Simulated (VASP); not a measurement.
Runs of VASP 6.6.1 on Si. The structure is that of space group Fd-3m (No. 227), or close to it. The cells are those of the table. 

```csv
task,cell,k mesh,smearing,gap on the mesh (eV),pressure (GPa)
single point,"a = 3.868 Å, angles 60.0°, 2 atoms",10 × 10 × 10,gaussian 0.02 eV,0.62,0.0
single point,"a = 3.774 Å, angles 60.0°, 2 atoms",6 × 6 × 6,gaussian 0.1 eV,0.60,7.7
relaxation of cell and atoms,"relaxed to 7.75 GPa from a = 3.838 Å, angles 60.0°, 2 atoms",6 × 6 × 6,gaussian 0.1 eV,0.60,7.7
single point,"a = 3.706 Å, angles 60.0°, 2 atoms",10 × 10 × 10,gaussian 0.02 eV,(a),14.8
single point,"a = 3.944 Å, angles 60.0°, 2 atoms",10 × 10 × 10,gaussian 0.02 eV,(b),-4.6
```

Alike in all rows: level PBE; potentials or basis VASP PAW PBE potentials, release 64 (Si); no spin polarisation; cutoff (eV) 500.

Q: Fill in the values left out.

A: (a) 0.38; (b) 0.71.

Caveats: the cell is relaxed towards a set pressure, so the enthalpy falls and the energy may rise (some runs).

A k mesh can miss the band edges.
